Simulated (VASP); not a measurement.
# Cd4Te (I4/m) in VASP: a series of runs, part 2 of 2

VASP 6.6.1.

### Step 4. Relaxation of cell and atoms, PBE

Contents of INCAR:

```
PREC     = Accurate       # precision mode
ENCUT    = 600            # plane-wave cutoff, eV
EDIFF    = 1E-7           # SCF threshold, eV
ISMEAR   = 0              # smearing method
SIGMA    = 0.1            # smearing width, eV
LREAL    = False          # projectors in reciprocal space
LASPH    = True           # aspherical terms in the spheres
NELM     = 80             # most SCF steps
ALGO     = Normal         # electronic algorithm
ISIF     = 3              # what is computed and relaxed
LWAVE    = False          # write WAVECAR
LCHARG   = False          # write CHGCAR
GGA      = PE             # functional
IBRION   = 2              # ionic algorithm
NSW      = 90             # ionic steps
EDIFFG   = -0.04          # ionic threshold
```

Contents of KPOINTS:

```
Automatic mesh
0
Gamma
  4 4 4
```

Contents of POSCAR:

```
Cd4Te
1.0
   -3.5842671400      3.5842671400      2.2345780300
    3.5842671400     -3.5842671400      2.2345780300
    3.5842671400      3.5842671400     -2.2345780300
Cd Te
4 1
Direct
    0.4000000100      0.2000000100      0.6000000200
    0.2000000100      0.5999999900      0.8000000000
    0.5999999900      0.7999999900      0.3999999800
    0.7999999900      0.4000000100      0.2000000000
    0.0000000000      0.0000000000      0.0000000000
```

Potentials or basis: VASP PAW PBE potentials, release 64 (Cd, Te).

On the command line:

```sh
> cat potpaw_PBE.64/Cd/POTCAR potpaw_PBE.64/Te/POTCAR > POTCAR
> mpirun -np 1 vasp_std > vasp.out
```

OUTCAR:

```text
PREC = Accurate
   ENCUT = 600
   EDIFF = 1E-7
   ISMEAR = 0
   LREAL = False
   LASPH = True
   NELM = 80
   ISIF = 3
   GGA = PE
   IBRION = 2
   NSW = 90
   EDIFFG = -0.04

 ion  position               nearest neighbor table
   1  0.400  0.200  0.600-   5 3.18   5 3.18   2 3.18   2 3.18   4 3.18   4 3.18   3 3.18   3 3.18
                             4 3.21   2 3.21   3 3.21   5 3.21
   2  0.200  0.600  0.800-   5 3.18   5 3.18   1 3.18   1 3.18   3 3.18   3 3.18   4 3.18   4 3.18
                             3 3.21   1 3.21   4 3.21   5 3.21
   3  0.600  0.800  0.400-   5 3.18   5 3.18   4 3.18   4 3.18   2 3.18   2 3.18   1 3.18   1 3.18
                             2 3.21   4 3.21   1 3.21   5 3.21
   4  0.800  0.400  0.200-   5 3.18   5 3.18   3 3.18   3 3.18   1 3.18   1 3.18   2 3.18   2 3.18
                             1 3.21   3 3.21   2 3.21   5 3.21
   5  0.000  0.000  0.000-   1 3.18   3 3.18   3 3.18   1 3.18   2 3.18   4 3.18   2 3.18   4 3.18
                             4 3.21   2 3.21   3 3.21   1 3.21

  LATTYP: Found a body centered tetragonal cell.
 ALAT       =     7.1685342800
 C/A-ratio  =     0.6234407043

  Lattice vectors:

 A1 = (  -3.5842671400,   3.5842671400,   2.2345780300)
 A2 = (   3.5842671400,  -3.5842671400,   2.2345780300)
 A3 = (   3.5842671400,   3.5842671400,  -2.2345780300)

[... 162 lines left out ...]

 number of electron      53.9999999 magnetization

 Free energy of the ion-electron system (eV)
  ---------------------------------------------------
  ext. energy  EPLUGINS =         0.00000000
  ---------------------------------------------------
  free energy    TOTEN  =        -5.70631104 eV

  energy without entropy =       -5.69067117  energy(sigma->0) =       -5.69849110

------------------------ aborting loop because EDIFF is reached ----------------------------------------

  FORCE on cell =-STRESS in cart. coord.  units (eV):
  Direction    XX          YY          ZZ          XY          YZ          ZX
  --------------------------------------------------------------------------------------
  -------------------------------------------------------------------------------------
  Total        4.0771465      4.0771465      2.5330106     -0.0000001     -0.0000000     -0.0000000
  in kB       56.8866877     56.8866877     35.3420168     -0.0000007     -0.0000000     -0.0000000
  external PRESSURE =      49.7051307 kB  Pullay stress =       0.0000000 kB
[... 260 lines left out ...]
--------------------------------------- Ionic step        8  -------------------------------------------

 number of electron      53.9999997 magnetization

 Free energy of the ion-electron system (eV)
  ---------------------------------------------------
  ext. energy  EPLUGINS =         0.00000000
  ---------------------------------------------------
  free energy    TOTEN  =        -5.92596572 eV

  energy without entropy =       -5.91030217  energy(sigma->0) =       -5.91813395

 E-fermi :   3.4482     XC(G=0): -10.2987

 val. band max:        3.4470378834   @ k =   0.2500  -0.0000   0.0000
 cond. band min:       3.4566492045   @ k =  -0.2500   0.5000   0.0000
 fundamental gap:      0.0096113211
 Fermi energy:         3.4481535828

 k-point     1 :       0.0000    0.0000    0.0000
  band No.  band energies     occupation
      1      -8.4646      2.00000
      2      -5.5855      2.00000
      3      -5.5737      2.00000
      4      -5.5737      2.00000
      5      -5.5715      2.00000
      6      -5.4478      2.00000
[... 511 lines left out ...]
  FREE ENERGIE OF THE ION-ELECTRON SYSTEM (eV)
  ---------------------------------------------------
  free  energy   TOTEN  =        -5.9259657223 eV

  energy  without entropy=       -5.9103021711  energy(sigma->0) =       -5.91813395

 reached required accuracy - stopping structural energy minimisation
```

Run time: 6.8 min. Hardware: 1 thread of Intel Xeon 6975P-C, shared host; peak memory 0.36 GiB.

Results:

* Free energy: -5.9260 eV
* Relaxed volume: 25.30 Å³/atom
* Relaxed cell: a = 5.774 Å, b = 5.774 Å, c = 5.774 Å, α = 98.58°, β = 98.58°, γ = 134.56°
* Space group after relaxing (to 0.05 Å): I4/m (No. 87)
* Energy gained by relaxing: 43.9 meV/atom
* Ionic steps: 8
* Pressure after relaxing: 0.0 GPa
* Largest force after relaxing: 0.036 eV/Å
* Band gap on the k mesh: zero (band 27 reaches 4.61 eV, above the bottom of band 28 at 2.33 eV)

Forces on the atoms (eV/Å):
```
Cd  -0.020  0.030  0.000
Cd  -0.030 -0.020  0.000
Cd   0.020 -0.030  0.000
Cd   0.030  0.020  0.000
Te   0.000  0.000  0.000
```

The path:
```tsv
step	energy change (eV)	largest force (eV/Å)	pressure (GPa)	volume (Å³)
1	0.0000	0.2723	4.97	114.83
2	-0.1867	0.1853	-0.14	127.07
3	-0.1867	0.1838	-0.23	127.39
4	-0.1983	0.1624	-0.18	127.13
5	-0.2178	0.0658	0.03	126.34
6	-0.2182	0.0468	0.08	126.19
7	-0.2181	0.0499	0.07	126.22
8	-0.2197	0.0363	-0.02	126.52
```

Final structure:
```
Cd Te
1.0
    -3.76604    3.76604    2.23013
     3.76604   -3.76604    2.23013
     3.76604    3.76604   -2.23013
Cd Te
4 1
Direct
  0.40454 0.19322 0.59777
  0.19322 0.59546 0.78868
  0.59546 0.80678 0.40223
  0.80678 0.40454 0.21132
  0.00000 0.00000 0.00000
```

Levels at points of the mesh, in eV from the Fermi level:
| k point | band 25 | band 26 | band 27 | band 28 | band 29 | band 30 |
| --- | --- | --- | --- | --- | --- | --- |
| (0.00, 0.00, 0.00) | -1.99 | -1.56 | 0.79 | 1.30 | 1.30 | 3.06 |
| (0.50, 0.00, 0.00) | -3.48 | -2.01 | -0.82 | 0.26 | 1.13 | 2.01 |
| (0.50, 0.50, 0.00) | -1.87 | -1.74 | -0.30 | 1.42 | 1.49 | 1.58 |
| (0.50, 0.50, 0.50) | -2.49 | -0.41 | 1.16 | 1.16 | 2.73 | 3.77 |

Caveat: the k points lie up to 0.41 Å⁻¹ apart in the final cell; spin-orbit coupling is left out, which moves the levels of the heavy elements.

### Step 5. Single point, PBE

This run uses another cell than the first one, of 25.33 Å³/atom, 1.103 times its volume.

Contents of INCAR:

```
PREC = Accurate ; ENCUT = 520
EDIFF = 1E-7 ; ISMEAR = 0
SIGMA = 0.1 ; LREAL = False
LASPH = True ; NELM = 100
ALGO = Fast ; ISIF = 2
LWAVE = False ; LCHARG = False
GGA = PE ; NBANDS = 35
```

Contents of KPOINTS:

```
Automatic mesh
0
Gamma
  10 10 10
```

Contents of POSCAR:

```
Cd4Te
1.0
   -3.8038689659      3.8038689659      2.1882706891
    3.8038689659     -3.8038689659      2.1882706891
    3.8038689659      3.8038689659     -2.1882706891
Cd Te
4 1
Direct
    0.6007119911      0.1910823709      0.7917943620
    0.8089176291      0.6007119911      0.4096296202
    0.3992880089      0.8089176291      0.2082056380
    0.1910823709      0.3992880089      0.5903703798
    0.0000000000      0.0000000000      0.0000000000
```

On the command line:

```sh
> cat potpaw_PBE.64/Cd/POTCAR potpaw_PBE.64/Te/POTCAR > POTCAR
> mpirun -np 1 vasp_std > vasp.out
```

Wall time 16 min (1 thread of Intel Xeon 6975P-C, shared host); peak memory 0.69 GiB.

The run converged. Its results:

```
Free energy            : -5.8499 eV
Pressure               : 0.2 GPa
Band gap on the k mesh : zero (band 27 reaches 4.56 eV, above the bottom of band 28 at 2.06 eV)
```

Forces in eV/Å, atoms in the order of the input:
```
Cd   0.002  0.002  0.000
Cd   0.002 -0.002  0.000
Cd  -0.002 -0.002  0.000
Cd  -0.002  0.002  0.000
Te   0.000  0.000  0.000
```

Levels at points of the mesh, in eV from the Fermi level:
| k point | band 23 | band 24 | band 25 | band 26 | band 27 | band 28 | band 29 | band 30 | band 31 | band 32 |
| --- | --- | --- | --- | --- | --- | --- | --- | --- | --- | --- |
| (0.00, 0.00, 0.00) | -3.66 | -3.66 | -2.21 | -1.48 | 0.80 | 1.24 | 1.24 | 2.86 | 3.17 | 3.17 |
| (0.50, 0.00, 0.00) | -3.89 | -3.75 | -3.50 | -2.06 | -0.88 | 0.16 | 0.99 | 1.88 | 2.40 | 3.38 |
| (0.50, 0.50, 0.00) | -3.56 | -3.36 | -1.88 | -1.76 | -0.51 | 1.54 | 1.59 | 1.63 | 2.56 | 4.40 |
| (0.50, 0.50, 0.50) | -5.77 | -5.28 | -2.35 | -0.18 | 1.06 | 1.06 | 2.76 | 3.74 | 5.42 | 5.42 |

Caveat: spin-orbit coupling is left out, which moves the levels of the heavy elements.

### Step 6. Summary

```csv
task,cell,k mesh,cutoff (eV),gap on the mesh (eV),pressure (GPa),largest force (eV/Å)
single point,"a = 5.540 Å, angles 99.4, 99.4, 132.4°, 5 atoms",4 × 4 × 4,520,none,5.1,0.27
single point,"a = 5.767 Å, angles 98.8, 98.8, 134.1°, 5 atoms",4 × 4 × 4,520,none,-0.1,0.02
relaxation of cell and atoms,"relaxed from a = 5.540 Å, angles 99.4, 99.4, 132.4°, 5 atoms",4 × 4 × 4,600,none,0.0,0.04
single point,"a = 5.808 Å, angles 98.2, 98.2, 135.7°, 5 atoms",10 × 10 × 10,520,none,0.2,-
```

Alike in all rows: level PBE; potentials or basis VASP PAW PBE potentials, release 64 (Cd, Te); no spin polarisation; smearing gaussian 0.1 eV.

Caveats: some runs use coarse meshes; spin-orbit coupling is left out, which moves the levels of the heavy elements.

Absolute energies hang on the potentials; compare differences alone.
